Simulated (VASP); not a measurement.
Input of a VASP 6.6.1 run:

INCAR

```
SYSTEM = Ir
PREC = Accurate ; ENCUT = 520
EDIFF = 1E-7 ; ISMEAR = -1
SIGMA = 0.1 ; LREAL = .False.
LASPH = .True. ; NELM = 80
ALGO = Normal ; ISIF = 2
LWAVE = .False. ; LCHARG = .False.
GGA = RE ; NBANDS = 10
```

KPOINTS

```
regular mesh
0
Gamma
  14 14 14
  0 0 0
```

POSCAR

```
Ir
1.0
    2.6153050397      0.0000000000      0.0000000000
    0.0000000000      2.6153050397      0.0000000000
    0.0000000000      0.0000000000      2.6153050397
Ir
1
Direct
    0.0000000000      0.0000000000      0.0000000000
```

Potentials or basis: VASP PAW PBE potentials, release 64 (Ir).

Launch:

```bash
$ cat potpaw_PBE.64/Ir/POTCAR > POTCAR
$ mpirun -np 1 vasp_std > vasp.out
```

Estimate the pressure.

-8.6 GPa.

Caveat: the PAW data sets were made with another functional, which shifts forces and pressure a little.
